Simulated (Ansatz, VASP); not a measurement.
# One calculation of ZrS, two programs

```
Zr S
1.0
     0.00000    2.58308    2.58308
     2.58308    0.00000    2.58308
     2.58308    2.58308    0.00000
Zr S
1 1
Direct
  0.00000 0.00000 0.00000
  0.50000 0.50000 0.50000
```

Alike in both runs: functional PBEsol; k mesh 14 × 14 × 14; occupations gaussian, width 0.1 eV; no spin polarisation.

Ansatz relaxed the structure, and its values are those at the end. VASP's run is a single point on that final structure, the one shown.

|  | VASP | Ansatz |
| --- | --- | --- |
| version | VASP 6.6.1 | Ansatz 0.2.0 |
| potentials or method | VASP PAW PBE potentials, release 64 (Zr_sv, S), cutoff 520 eV | scalar-relativistic, plane waves, PAW |
| valence electrons in the cell | 18 | 18 |

|  | VASP | Ansatz | Ansatz less VASP |
| --- | --- | --- | --- |
| gap on the k mesh at the Fermi level (eV) | none | none | - |
| pressure (GPa) | 0.2 | 0.0 | -0.23 |

VASP's potentials were made for PBE, not for PBEsol. A gap of «none» marks a metal or a gap that the smearing closes.
